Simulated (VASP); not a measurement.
# Sr in VASP: further runs

The runs below take Sr through single point, with PBE.

Everything below comes from runs of VASP 6.6.1. Logs are shortened: lines on timing, memory, paths and dates and some standing lists are left out, and cuts for length are marked.

## Step 1: The cell of the first run

Symmetry: I4/mcm, No. 140, tetragonal system. Conventional cell: a = 8.623 Å, b = 8.623 Å, c = 7.202 Å, α = 90.00°, β = 90.00°, γ = 90.00°. Within 5.3 Å of Sr (site symmetry m2m) lie 11 Sr at 4.01 to 4.72 Å.

## Step 2: Single point, PBE (strained)

Input file INCAR:

```
SYSTEM = Sr
ALGO = Fast
EDIFF = 1E-7
ENCUT = 520
GGA = PE
ISIF = 2
ISMEAR = 0
LASPH = .TRUE.
LCHARG = .FALSE.
LREAL = .FALSE.
LWAVE = .FALSE.
NBANDS = 28
NELM = 100
PREC = Accurate
SIGMA = 0.1
```

Input file KPOINTS:

```
k-points
0
G
  8 8 8
  0 0 0
```

Input file POSCAR:

```
Sr
1.0
   -4.3116626256      4.3116626256      3.6012356577
    4.3116626256     -4.3116626256      3.6012356577
    4.3116626256      4.3116626256     -3.6012356577
Sr
4
Direct
    0.1773024228      0.6773024228      0.8546048356
    0.8226975772      0.3226975772      0.1453951644
    0.6773024228      0.8226975772      0.5000000000
    0.3226975772      0.1773024228      0.5000000000
```

Potentials or basis: VASP PAW PBE potentials, release 64 (Sr_sv).

The run is started by

```bash
> cat potpaw_PBE.64/Sr_sv/POTCAR > POTCAR
> mpirun -np 1 vasp_std > vasp.out
```

OUTCAR:

```text
SYSTEM = Sr
   EDIFF = 1E-7
   ENCUT = 520
   GGA = PE
   ISIF = 2
   ISMEAR = 0
   LASPH = .TRUE.
   LREAL = .FALSE.
   NELM = 100
   PREC = Accurate

 ion  position               nearest neighbor table
   1  0.177  0.677  0.855-   2 4.01   2 4.01   2 4.32   4 4.49   3 4.49   3 4.49   4 4.49   4 4.72
                             3 4.72   3 4.72   4 4.72
   2  0.823  0.323  0.145-   1 4.01   1 4.01   1 4.32   4 4.49   3 4.49   4 4.49   3 4.49   3 4.72
                             4 4.72   4 4.72   3 4.72
   3  0.677  0.823  0.500-   4 4.01   4 4.01   4 4.32   2 4.49   1 4.49   2 4.49   1 4.49   1 4.72
                             2 4.72   1 4.72   2 4.72
   4  0.323  0.177  0.500-   3 4.01   3 4.01   3 4.32   2 4.49   1 4.49   2 4.49   1 4.49   1 4.72
                             2 4.72   1 4.72   2 4.72

  LATTYP: Found a body centered tetragonal cell.
 ALAT       =     8.6233252512
 C/A-ratio  =     0.8352313180

  Lattice vectors:

 A1 = (  -4.3116626256,   4.3116626256,   3.6012356577)
 A2 = (   4.3116626256,  -4.3116626256,   3.6012356577)
 A3 = (   4.3116626256,   4.3116626256,  -3.6012356577)

Analysis of symmetry for initial positions (statically):
=====================================================================
 Subroutine PRICEL returns:
 Original cell was already a primitive cell.

 Routine SETGRP: Setting up the symmetry group for a
 body centered tetragonal supercell.

 Subroutine GETGRP returns: Found 16 space group operations
 (whereof  8 operations were pure point group operations)
 out of a pool of 16 trial point group operations.

The static configuration has the point symmetry C_4h.
 The point group associated with its full space group is D_4h.

Analysis of symmetry for dynamics (positions and initial velocities):
=====================================================================
 Subroutine PRICEL returns:
 Original cell was already a primitive cell.

 Routine SETGRP: Setting up the symmetry group for a
 body centered tetragonal supercell.

 Subroutine GETGRP returns: Found 16 space group operations
 (whereof  8 operations were pure point group operations)
 out of a pool of 16 trial point group operations.

The dynamic configuration has the point symmetry C_4h.
 The point group associated with its full space group is D_4h.

 Subroutine INISYM returns: Found 16 space group operations
 (whereof  8 operations are pure point group operations),
 and found     1 'primitive' translations

----------------------------------------------------------------------------------------

                                     Primitive cell

  volume of cell :     267.7941

  direct lattice vectors                    reciprocal lattice vectors
    -4.311662626  4.311662626  3.601235658     0.000000000  0.115964546  0.138841233
     4.311662626 -4.311662626  3.601235658     0.115964546  0.000000000  0.138841233
     4.311662626  4.311662626 -3.601235658     0.115964546  0.115964546  0.000000000

  length of vectors
     7.081650052  7.081650052  7.081650052     0.180899597  0.180899597  0.163998634

  position of ions in fractional coordinates (direct lattice)
     0.177302423  0.677302423  0.854604836
     0.822697577  0.322697577  0.145395164
     0.677302423  0.822697577  0.500000000
     0.322697577  0.177302423  0.500000000

  ion indices of the primitive-cell ions
   primitive index   ion index
                 1           1
                 2           2
                 3           3
                 4           4

----------------------------------------------------------------------------------------

 KPOINTS: k-points

Automatic generation of k-mesh.
 Grid dimensions read from file:
 generate k-points for:    8    8    8

 Generating k-lattice:

  Cartesian coordinates                     Fractional coordinates (reciprocal lattice)
     0.000000000  0.014495568  0.017355154     0.125000000 -0.000000000  0.000000000
     0.014495568  0.000000000  0.017355154    -0.000000000  0.125000000  0.000000000
     0.014495568  0.014495568  0.000000000     0.000000000  0.000000000  0.125000000

  Length of vectors
     0.022612450  0.022612450  0.020499829

  Shift w.r.t. Gamma in fractional coordinates (k-lattice)
     0.000000000  0.000000000  0.000000000

 Subroutine IBZKPT returns following result:
 ===========================================

 Found     59 irreducible k-points:

 Following reciprocal coordinates:
            Coordinates               Weight
  0.000000  0.000000  0.000000      1.000000
  0.125000 -0.000000  0.000000      8.000000
  0.250000 -0.000000  0.000000      8.000000
  0.375000 -0.000000  0.000000      8.000000
  0.500000 -0.000000  0.000000      4.000000
  0.125000  0.125000  0.000000      8.000000
[... 16 lines left out ...]
  0.250000  0.125000  0.125000     16.000000
  0.375000  0.125000  0.125000      8.000000
 [... further k-points ...]
   k-points           NKPTS =     59   k-points in BZ     NKDIM =     59   number of bands    NBANDS=     28
   number of dos      NEDOS =    301   number of ions     NIONS =      4
   total plane-waves  NPLWV = 157464
   dimension x,y,z NGX =    54 NGY =   54 NGZ =   54
   dimension x,y,z NGXF=   108 NGYF=  108 NGZF=  108
   ions per type =               4
   NGX,Y,Z   is equivalent  to a cutoff of  12.68, 12.68, 12.68 a.u.
   NGXF,Y,Z  is equivalent  to a cutoff of  25.35, 25.35, 25.35 a.u.
 SYSTEM =  Sr
   PREC   = accura    normal or accurate (medium, high low for compatibility)
   ISTART =      0    job   : 0-new  1-cont  2-samecut
   ICHARG =      2    charge: 1-file 2-atom 10-const
   ISPIN  =      1    spin polarized calculation?
   LNONCOLLINEAR =      F non collinear calculations
   LSORBIT =      F    spin-orbit coupling
   LASPH  =      T    aspherical Exc in radial PAW
   ENCUT  =  520.0 eV  38.22 Ry    6.18 a.u.  13.17 13.17 13.17*2*pi/ulx,y,z
   NELM   =    100;   NELMIN=  2; NELMDL= -5     # of ELM steps
   EDIFF  = 0.1E-06   stopping-criterion for ELM
   LREAL  =      F    real-space projection
   EDIFFG = 0.1E-05   stopping-criterion for IOM
   NSW    =      0    number of steps for IOM
   IBRION =     -1    ionic relax: 0-MD 1-quasi-New 2-CG
   NFREE  =      0    steps in history (QN), initial steepest desc. (CG)
   ISIF   =      2    stress and relaxation
   ISYM   =      2    0-nonsym 1-usesym 2-fastsym
   POTIM  = 0.5000    time-step for ionic-motion
   TEBEG  =    0.0;   TEEND  =   0.0 temperature during run
   PSTRESS=    0.0 pullay stress
   NELECT =      40.0000    total number of electrons
   NUPDOWN=      -1.0000    fix difference up-down
   EMIN   =  10.00;   EMAX   =-10.00  energy-range for DOS
   EFERMI =   0.00;   METHOD = LEGACY
   ISMEAR =     0;   SIGMA  =   0.10  broadening in eV -4-tet -1-fermi 0-gaus
   EFERMI_NEDOS =   21; number of points for ismear=-14 and -15
   IALGO  =     68    algorithm
   IMIX   =      4    mixing-type and parameters
     AMIX     =   0.40;   BMIX     =  1.00
     AMIX_MAG =   1.60;   BMIX_MAG =  1.00
  volume/ion in A,a.u.               =      66.95       451.79
  Fermi-wavevector in a.u.,A,eV,Ry     =   0.868616  1.641446 10.265510  0.754494
  Thomas-Fermi vector in A             =   1.987320
   LORBIT       =      0    0 simple, 1 ext, 2 COOP (PROOUT), +10 PAW based schemes
   GGA     = PE    functional components
   LHFCALC =     F    Hartree Fock is set to
   AEXX    =    0.0000 exact exchange contribution
   IVDW    =     0    specifies the selected vdW correction
   LEPSILON=     F    determine dielectric tensor
   LRPA    =     F    only Hartree local field effects (RPA)
 non-spin polarized calculation
 RMM-DIIS sequential band-by-band and
 Gauss-broadening in eV      SIGMA  =   0.10
  energy-cutoff  :      520.00
  volume of cell :      267.79
 maximum number of plane-waves:      7246
 NGX is ok and might be reduce to    54
   NGX = 27   NGY = 27   NGZ = 27

 number of electron      40.0000001 magnetization

 Free energy of the ion-electron system (eV)
  ---------------------------------------------------
  ext. energy  EPLUGINS =         0.00000000
  ---------------------------------------------------
  free energy    TOTEN  =        -5.78722251 eV

  energy without entropy =       -5.76557992  energy(sigma->0) =       -5.77640122

 E-fermi :   0.9408     XC(G=0):  -6.7450

 val. band max:        0.9388505964   @ k =  -0.2500   0.2500   0.1250
 cond. band min:       0.9507236359   @ k =  -0.2500   0.1250  -0.0000
 fundamental gap:      0.0118730394
 Fermi energy:         0.9408190653

 k-point     1 :       0.0000    0.0000    0.0000
  band No.  band energies     occupation
      1     -36.0605      2.00000
      2     -36.0542      2.00000
      3     -36.0451      2.00000
      4     -36.0451      2.00000
      5     -18.0850      2.00000
      6     -18.0850      2.00000
[... 20 lines left out ...]
     27       2.0331      0.00000
     28       2.7958      0.00000

 k-point     2 :       0.1250   -0.0000    0.0000
  band No.  band energies     occupation
      1     -36.0599      2.00000
      2     -36.0539      2.00000
      3     -36.0456      2.00000
      4     -36.0455      2.00000
      5     -18.0845      2.00000
      6     -18.0833      2.00000
[... 20 lines left out ...]
     27       2.3173      0.00000
     28       2.7256      0.00000

 k-point     3 :       0.2500   -0.0000    0.0000
  band No.  band energies     occupation
      1     -36.0581      2.00000
      2     -36.0531      2.00000
      3     -36.0471      2.00000
      4     -36.0466      2.00000
      5     -18.0805      2.00000
      6     -18.0799      2.00000
[... 20 lines left out ...]
     27       2.4764      0.00000
     28       2.6851      0.00000

 k-point     4 :       0.3750   -0.0000    0.0000
  band No.  band energies     occupation
      1     -36.0555      2.00000
      2     -36.0520      2.00000
      3     -36.0493      2.00000
      4     -36.0482      2.00000
      5     -18.0786      2.00000
      6     -18.0736      2.00000
[... 578 lines left out ...]
     27       2.4480      0.00000
     28       2.5534      0.00000

 k-point    23 :       0.2500    0.1250    0.1250
  band No.  band energies     occupation
      1     -36.0551      2.00000
      2     -36.0521      2.00000
      3     -36.0495      2.00000
      4     -36.0483      2.00000
      5     -18.0762      2.00000
      6     -18.0691      2.00000
[... 20 lines left out ...]
     27       2.3880      0.00000
     28       2.5245      0.00000

 k-point    24 :       0.3750    0.1250    0.1250
  band No.  band energies     occupation
      1     -36.0524      2.00000
      2     -36.0524      2.00000
      3     -36.0500      2.00000
      4     -36.0500      2.00000
      5     -18.0710      2.00000
      6     -18.0710      2.00000
[... 20 lines left out ...]
     27       2.4072      0.00000
     28       2.4133      0.00000

 [... further k-points ...]

------------------------ aborting loop because EDIFF is reached ----------------------------------------

  FORCE on cell =-STRESS in cart. coord.  units (eV):
  Direction    XX          YY          ZZ          XY          YZ          ZX
  --------------------------------------------------------------------------------------
  -------------------------------------------------------------------------------------
  Total       -2.3341232     -2.3341232     -0.1179792      0.0000000      0.0000000      0.0000000
  in kB      -13.9647539    -13.9647539     -0.7058541      0.0000000      0.0000000      0.0000000
  external PRESSURE =      -9.5451206 kB  Pullay stress =       0.0000000 kB

 VOLUME and BASIS-vectors are now :
 -----------------------------------------------------------------------------
  energy-cutoff  :      520.00
  volume of cell :      267.79
      direct lattice vectors                 reciprocal lattice vectors
    -4.311662626  4.311662626  3.601235658     0.000000000  0.115964546  0.138841233
     4.311662626 -4.311662626  3.601235658     0.115964546  0.000000000  0.138841233
     4.311662626  4.311662626 -3.601235658     0.115964546  0.115964546  0.000000000

 POSITION                                       TOTAL-FORCE (eV/Angst)
 -----------------------------------------------------------------------------------
      5.84060      1.52894      0.00000        -0.224748     -0.224748      0.000000
     -1.52894      2.78273      3.60124         0.224748      0.224748     -0.000000
      2.78273      1.52894      3.60124         0.224748     -0.224748     -0.000000
      1.52894      2.78273      0.00000        -0.224748      0.224748     -0.000000
 -----------------------------------------------------------------------------------
    total drift:                               -0.000015      0.000006      0.000029

  FREE ENERGIE OF THE ION-ELECTRON SYSTEM (eV)
  ---------------------------------------------------
  free  energy   TOTEN  =        -5.7872225107 eV

  energy  without entropy=       -5.7655799196  energy(sigma->0) =       -5.77640122
```

It took 9.5 min on 1 thread of Intel Xeon 6975P-C (Granite Rapids), shared host; peak memory 0.58 GiB.

Results:

* Free energy: -5.7872 eV
* Pressure: -1.0 GPa
* Largest force: 0.318 eV/Å
* Band gap on the k mesh: zero (bands 20 and 21 overlap by 0.60 eV)

Forces on the atoms (eV/Å):
```
Sr  -0.225 -0.225  0.000
Sr   0.225  0.225  0.000
Sr   0.225 -0.225  0.000
Sr  -0.225  0.225  0.000
```

Levels at points of the mesh, in eV from the Fermi level:
| k point | band 17 | band 18 | band 19 | band 20 | band 21 | band 22 | band 23 | band 24 |
| --- | --- | --- | --- | --- | --- | --- | --- | --- |
| (0.00, 0.00, 0.00) | -3.35 | 0.00 | 0.08 | 0.13 | 0.16 | 0.24 | 0.24 | 1.04 |
| (0.50, 0.00, 0.00) | -1.93 | -1.93 | -0.52 | -0.52 | 0.17 | 0.17 | 0.71 | 0.71 |
| (0.50, 0.50, 0.00) | -2.38 | -1.95 | -0.05 | 0.15 | 0.17 | 0.18 | 0.36 | 0.93 |
| (0.50, 0.50, 0.50) | -1.51 | -1.51 | -1.09 | -0.89 | -0.45 | 0.08 | 0.98 | 0.98 |

Caveat: the cell differs from its parent crystal (strained).

## Step 3: Single point, PBE (strained and its atoms moved)

Input file INCAR:

```
PREC = Accurate ; ENCUT = 520
EDIFF = 1E-6 ; ISMEAR = 0
SIGMA = 0.1 ; LREAL = False
LASPH = True ; NELM = 100
ALGO = Fast ; ISIF = 2
LWAVE = False ; LCHARG = False
GGA = PE ; NBANDS = 28
```

Input file KPOINTS:

```
regular mesh
0
Gamma
  8 8 8
```

Input file POSCAR:

```
Sr
1.0
   -4.0194029019      4.0194029019      3.5644660913
    4.0194029019     -4.0194029019      3.5644660913
    4.0194029019      4.0194029019     -3.5644660913
Sr
4
Direct
    0.1597261989      0.6654252807      0.8210187900
    0.8444064807      0.3387073989      0.1789812100
    0.6612926011      0.8402738011      0.5056990818
    0.3345747193      0.1555935193      0.4943009182
```

Potentials or basis: VASP PAW PBE potentials, release 64 (Sr_sv).

The run is started by

```bash
> cat potpaw_PBE.64/Sr_sv/POTCAR > POTCAR
> mpirun -np 1 vasp_std > vasp.out
```

Run time: 6.5 min. Hardware: 1 thread of Intel Xeon 6975P-C (Granite Rapids), shared host; peak memory 0.59 GiB.

The run converged. Its results:

```yaml
Free_energy: -5.8855 eV
Pressure: 0.6 GPa
Largest_force: 0.428 eV/Å
Band_gap_on_the_k_mesh: zero (bands 20 and 21 overlap by 0.57 eV)
```

Forces in eV/Å, atoms in the order of the input:
```
Sr   0.266  0.334 -0.020
Sr  -0.266 -0.334 -0.020
Sr  -0.334  0.266  0.020
Sr   0.334 -0.266  0.020
```

Stress tensor (GPa, compression positive):
```
 0.91  0.00  0.00
 0.00  0.91  0.00
 0.00  0.00 -0.16
```

Levels at points of the mesh, in eV from the Fermi level:
```tsv
k point	band 16	band 17	band 18	band 19	band 20	band 21	band 22	band 23	band 24	band 25
(0.00, 0.00, 0.00)	-18.50	-3.53	-0.19	0.22	0.22	0.24	0.24	0.51	1.05	1.05
(0.50, 0.00, 0.00)	-18.51	-2.00	-1.97	-0.53	-0.51	0.30	0.33	0.80	0.83	1.26
(0.50, 0.50, 0.00)	-18.50	-2.43	-1.82	-0.17	0.03	0.09	0.14	0.29	1.07	1.36
(0.50, 0.50, 0.50)	-18.52	-1.31	-1.31	-1.13	-1.03	-0.35	0.04	1.03	1.27	1.27
```

Caveat: the cell differs from its parent crystal (strained and its atoms moved).
